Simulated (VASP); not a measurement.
# MnHg (P4/mmm) in VASP: single point with PBE

Aim: the single point of MnHg with PBE.

All numbers are computed with VASP 6.6.1; they aren't measurements. Logs are shortened: lines on timing, memory, paths and dates and some standing lists are left out, and cuts for length are marked.

### Step 1. The cell of the first run

It takes space group P4/mmm (No. 123, tetragonal). Conventional cell: a = 3.288 Å, b = 3.288 Å, c = 3.313 Å, α = 90.00°, β = 90.00°, γ = 90.00°. Within 3.8 Å of Mn (site symmetry 4/mmm) lie 8 Hg at 2.85 Å and 6 Mn at 3.29 to 3.31 Å. Within 3.8 Å of Hg (site symmetry 4/mmm) lie 8 Mn at 2.85 Å and 6 Hg at 3.29 to 3.31 Å.

### Step 2. Single point, PBE

The input, INCAR:

```
SYSTEM = MnHg
PREC = Accurate
ENCUT = 520
EDIFF = 1E-6
ISMEAR = -1
SIGMA = 0.05
LREAL = .FALSE.
LASPH = .TRUE.
NELM = 80
ALGO = Normal
ISIF = 2
LWAVE = .FALSE.
LCHARG = .FALSE.
GGA = PE
NBANDS = 33
```

The input, KPOINTS:

```
Automatic mesh
0
G
  8 11 8
  0 0 0
```

The input, POSCAR:

```
MnHg
1.0
    3.2880000000      3.2880000000      0.0000000000
    0.0000000000      0.0000000000      3.3130000000
    3.2880000000     -3.2880000000      0.0000000000
Mn Hg
2 2
Direct
    0.5000000000      0.5000000000      0.0000000000
    0.0000000000      0.5000000000      0.5000000000
    0.0000000000      0.0000000000      0.0000000000
    0.5000000000      0.0000000000      0.5000000000
```

Potentials or basis: VASP PAW PBE potentials, release 64 (Mn_pv, Hg).

The run is started by

```console
> cat potpaw_PBE.64/Mn_pv/POTCAR potpaw_PBE.64/Hg/POTCAR > POTCAR
> mpirun -np 1 vasp_std > vasp.out
```

OUTCAR:

```text
SYSTEM = MnHg
   PREC = Accurate
   ENCUT = 520
   EDIFF = 1E-6
   ISMEAR = -1
   LREAL = .FALSE.
   LASPH = .TRUE.
   NELM = 80
   ISIF = 2
   GGA = PE

 ion  position               nearest neighbor table
   1  0.500  0.500  0.000-   3 2.85   4 2.85   4 2.85   3 2.85   4 2.85   4 2.85   3 2.85   3 2.85

   2  0.000  0.500  0.500-   3 2.85   4 2.85   3 2.85   3 2.85   4 2.85   3 2.85   4 2.85   4 2.85

   3  0.000  0.000  0.000-   1 2.85   2 2.85   2 2.85   1 2.85   2 2.85   2 2.85   1 2.85   1 2.85
                             4 3.29   4 3.29   4 3.29   4 3.29
   4  0.500  0.000  0.500-   1 2.85   2 2.85   1 2.85   1 2.85   2 2.85   1 2.85   2 2.85   2 2.85
                             3 3.29   3 3.29   3 3.29   3 3.29

  LATTYP: Found a simple tetragonal cell.
 ALAT       =     4.6499341931
 C/A-ratio  =     0.7124832014

  Lattice vectors:

 A1 = (  -3.2880000000,  -3.2880000000,   0.0000000000)
 A2 = (   3.2880000000,  -3.2880000000,   0.0000000000)
 A3 = (   0.0000000000,   0.0000000000,   3.3130000000)

Analysis of symmetry for initial positions (statically):
=====================================================================
 Subroutine PRICEL returns following result:

  LATTYP: Found a simple tetragonal cell.
 ALAT       =     3.2880000000
 C/A-ratio  =     1.0076034063

  Lattice vectors:

 A1 = (   0.0000000000,  -3.2880000000,   0.0000000000)
 A2 = (   3.2880000000,   0.0000000000,   0.0000000000)
 A3 = (   0.0000000000,   0.0000000000,   3.3130000000)

   2 primitive cells build up your supercell.

 Routine SETGRP: Setting up the symmetry group for a
 simple tetragonal supercell.

 Subroutine GETGRP returns: Found 16 space group operations
 (whereof 16 operations were pure point group operations)
 out of a pool of 16 trial point group operations.

The static configuration has the point symmetry D_4h.

Analysis of symmetry for dynamics (positions and initial velocities):
=====================================================================
 Subroutine PRICEL returns following result:

  LATTYP: Found a simple tetragonal cell.
 ALAT       =     3.2880000000
 C/A-ratio  =     1.0076034063

  Lattice vectors:

 A1 = (   0.0000000000,  -3.2880000000,   0.0000000000)
 A2 = (   3.2880000000,   0.0000000000,   0.0000000000)
[... 105 lines left out ...]
   ISPIN  =      1    spin polarized calculation?
   LNONCOLLINEAR =      F non collinear calculations
   LSORBIT =      F    spin-orbit coupling
   LASPH  =      T    aspherical Exc in radial PAW
   ENCUT  =  520.0 eV  38.22 Ry    6.18 a.u.   8.65  6.16  8.65*2*pi/ulx,y,z
   NELM   =     80;   NELMIN=  2; NELMDL= -5     # of ELM steps
   EDIFF  = 0.1E-05   stopping-criterion for ELM
   LREAL  =      F    real-space projection
   EDIFFG = 0.1E-04   stopping-criterion for IOM
   NSW    =      0    number of steps for IOM
   IBRION =     -1    ionic relax: 0-MD 1-quasi-New 2-CG
   NFREE  =      0    steps in history (QN), initial steepest desc. (CG)
   ISIF   =      2    stress and relaxation
   ISYM   =      2    0-nonsym 1-usesym 2-fastsym
   POTIM  = 0.5000    time-step for ionic-motion
   TEBEG  =    0.0;   TEEND  =   0.0 temperature during run
   PSTRESS=    0.0 pullay stress
   NELECT =      50.0000    total number of electrons
   NUPDOWN=      -1.0000    fix difference up-down
   EMIN   =  10.00;   EMAX   =-10.00  energy-range for DOS
   EFERMI =   0.00;   METHOD = LEGACY
   ISMEAR =    -1;   SIGMA  =   0.05  broadening in eV -4-tet -1-fermi 0-gaus
   EFERMI_NEDOS =   21; number of points for ismear=-14 and -15
   IALGO  =     38    algorithm
   IMIX   =      4    mixing-type and parameters
     AMIX     =   0.40;   BMIX     =  1.00
     AMIX_MAG =   1.60;   BMIX_MAG =  1.00
  volume/ion in A,a.u.               =      17.91       120.85
  Fermi-wavevector in a.u.,A,eV,Ry     =   1.452200  2.744260 28.693127  2.108885
  Thomas-Fermi vector in A             =   2.569610
   LORBIT       =      0    0 simple, 1 ext, 2 COOP (PROOUT), +10 PAW based schemes
   GGA     = PE    functional components
   LHFCALC =     F    Hartree Fock is set to
   AEXX    =    0.0000 exact exchange contribution
   IVDW    =     0    specifies the selected vdW correction
   LEPSILON=     F    determine dielectric tensor
   LRPA    =     F    only Hartree local field effects (RPA)
 non-spin polarized calculation
  energy-cutoff  :      520.00
  volume of cell :       71.63
 maximum number of plane-waves:      1956
 NGX is ok and might be reduce to    36
   NGX = 17   NGY = 13   NGZ = 17

 number of electron      49.9999969 magnetization

 Free energy of the ion-electron system (eV)
  ---------------------------------------------------
  ext. energy  EPLUGINS =         0.00000000
  ---------------------------------------------------
  free energy    TOTEN  =       -14.20031038 eV

  energy without entropy =      -14.11461761  energy(sigma->0) =      -14.15746399

 E-fermi :   4.9159     XC(G=0): -11.8233

 val. band max:        4.9156964702   @ k =   0.3750   0.2727   0.0000
 cond. band min:       4.9164000936   @ k =   0.5000   0.2727   0.2500
 fundamental gap:      0.0007036234
 Fermi energy:         4.9159147719

 k-point     1 :       0.0000    0.0000    0.0000
  band No.  band energies     occupation
      1     -42.7491      2.00000
      2     -42.7491      2.00000
      3     -42.7330      2.00000
      4     -42.7316      2.00000
      5     -42.7316      2.00000
      6     -42.7301      2.00000
[... 853 lines left out ...]
     32       9.7437      0.00000
     33      10.5363      0.00000

 [... further k-points ...]

------------------------ aborting loop because EDIFF is reached ----------------------------------------

  FORCE on cell =-STRESS in cart. coord.  units (eV):
  Direction    XX          YY          ZZ          XY          YZ          ZX
  --------------------------------------------------------------------------------------
  -------------------------------------------------------------------------------------
  Total       -5.9310836     -5.9310836     -5.9693806      0.0000000      0.0000000     -0.0000000
  in kB     -132.6568197   -132.6568197   -133.5133836      0.0000000      0.0000000     -0.0000000
  external PRESSURE =    -132.9423410 kB  Pullay stress =       0.0000000 kB

 VOLUME and BASIS-vectors are now :
 -----------------------------------------------------------------------------
  energy-cutoff  :      520.00
  volume of cell :       71.63
      direct lattice vectors                 reciprocal lattice vectors
     3.288000000  3.288000000  0.000000000     0.152068127  0.152068127  0.000000000
     0.000000000  0.000000000  3.313000000     0.000000000  0.000000000  0.301841232
     3.288000000 -3.288000000  0.000000000     0.152068127 -0.152068127  0.000000000

 POSITION                                       TOTAL-FORCE (eV/Angst)
 -----------------------------------------------------------------------------------
      1.64400      1.64400      1.65650         0.000000     -0.000000     -0.000000
      1.64400     -1.64400      1.65650        -0.000000      0.000000     -0.000000
      0.00000      0.00000      0.00000         0.000000     -0.000000      0.000000
      3.28800      0.00000      0.00000        -0.000000     -0.000000      0.000000
 -----------------------------------------------------------------------------------
    total drift:                                0.000000     -0.000000      0.000000

  FREE ENERGIE OF THE ION-ELECTRON SYSTEM (eV)
  ---------------------------------------------------
  free  energy   TOTEN  =       -14.2003103780 eV

  energy  without entropy=      -14.1146176110  energy(sigma->0) =      -14.15746399
```

stdout:

```text
POSCAR found type information on POSCAR MnHg
 POSCAR found :  2 types and       4 ions
 scaLAPACK will be used
 LDA part: xc-table for (Slater+PW92), standard interpolation
 POSCAR, INCAR and KPOINTS ok, starting setup
 FFT: planning ... GRIDC
 FFT: planning ... GRID_SOFT
 FFT: planning ... GRID
 WAVECAR not read
 entering main loop
```

Wall time 2.8 min (1 thread of Intel Xeon Platinum 8259CL at 2.50GHz (Skylake/Cascade Lake), shared host); peak memory 0.31 GiB.

What came out:

```
Free energy            : -14.2003 eV
Pressure               : -13.3 GPa
Band gap on the k mesh : zero (bands 25 and 26 overlap by 0.82 eV)
```

Stress tensor (GPa, compression positive):
```
-13.27   0.00   0.00
  0.00 -13.27   0.00
  0.00   0.00 -13.35
```

Caveat: the cell stands under tension; spin-orbit coupling is left out, which moves the levels of the heavy elements; the run has no spin polarisation, though such a crystal can be magnetic. Spin polarisation is off, so any magnetic state and its effect on volume and gap are missing.
